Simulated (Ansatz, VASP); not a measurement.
Si: VASP beside Ansatz

```
Si
1.0
     0.00000    2.73497    2.73497
     2.73497    0.00000    2.73497
     2.73497    2.73497    0.00000
Si
2
Direct
  0.00000 0.00000 0.00000
  0.25000 0.25000 0.25000
```

Alike in both runs: functional PBE; k mesh 10 × 10 × 10; occupations gaussian, width 0.02 eV; no spin polarisation.

Ansatz relaxed the structure, and its values are those at the end. VASP's run is a single point on that final structure, the one shown.

|  | VASP | Ansatz |
| --- | --- | --- |
| version | VASP 6.6.1 | Ansatz 0.2.0 |
| potentials or method | VASP PAW PBE potentials, release 64 (Si), cutoff 500 eV | scalar-relativistic, plane waves, PAW |
| valence electrons in the cell | 8 | 8 |

Ansatz gave:

```
gap on the k mesh at the Fermi level (eV) : 0.62
least direct gap on the mesh (eV)         : 2.55
pressure (GPa)                            : 0.0
```

Task: Which values does VASP return?

Result: gap on the k mesh at the Fermi level (eV): 0.62; least direct gap on the mesh (eV): 2.56; pressure (GPa): -0.1.
